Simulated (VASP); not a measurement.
Set up this calculation in VASP 6.6.1, as the native input.

| Property | Result |
| --- | --- |
| Task | single point |
| Functional | RPBE |
| Potentials or basis | VASP PAW PBE potentials, release 64 (Zn, Ge_d) |
| Cutoff | 520 eV |
| k mesh | 5 × 5 × 5 |
| Occupations | fermi-dirac, width 0.05 eV |
| Spin | no spin polarisation |
| Dipole correction | no |
| Further INCAR settings | ALGO = Normal; EDIFF = 1e-07; NBANDS = 35 |

The structure of ZnGe3 lies in POSCAR:

```
ZnGe3
1.0
    4.2223630000      0.0000000000      0.0000000000
    0.0000000000      4.2223630000      0.0000000000
    0.0000000000      0.0000000000      4.2223630000
Zn Ge
1 3
Direct
    0.0000000000      0.0000000000      0.0000000000
    0.0000000000      0.5000000000      0.5000000000
    0.5000000000      0.0000000000      0.5000000000
    0.5000000000      0.5000000000      0.0000000000
```

The input as run:

INCAR

```
PREC     = Accurate       # precision mode
ENCUT    = 520            # plane-wave cutoff, eV
EDIFF    = 1E-7           # SCF threshold, eV
ISMEAR   = -1             # smearing method
SIGMA    = 0.05           # smearing width, eV
LREAL    = F              # projectors in reciprocal space
LASPH    = T              # aspherical terms in the spheres
NELM     = 80             # most SCF steps
ALGO     = Normal         # electronic algorithm
ISIF     = 2              # what is computed and relaxed
LWAVE    = F              # write WAVECAR
LCHARG   = F              # write CHGCAR
GGA      = RP             # functional
NBANDS   = 35             # bands
```

KPOINTS

```
regular mesh
0
Gamma
  5 5 5
```

Potentials or basis: VASP PAW PBE potentials, release 64 (Zn, Ge_d).

Launch:

```sh
$ cat potpaw_PBE.64/Zn/POTCAR potpaw_PBE.64/Ge_d/POTCAR > POTCAR
$ mpirun -np 1 vasp_std > vasp.out
```

Results of the run:

The pressure is 1.5 GPa and the band gap on the k mesh is zero (band 27 reaches 6.15 eV, above the bottom of band 28 at 3.99 eV).

Caveat: the PAW data sets were made with another functional, which shifts forces and pressure a little.

Wall time 25 s on 1 thread of Intel(R) Xeon(R) 6975P-C (Granite Rapids), on a shared host, peak memory 0.18 GiB.
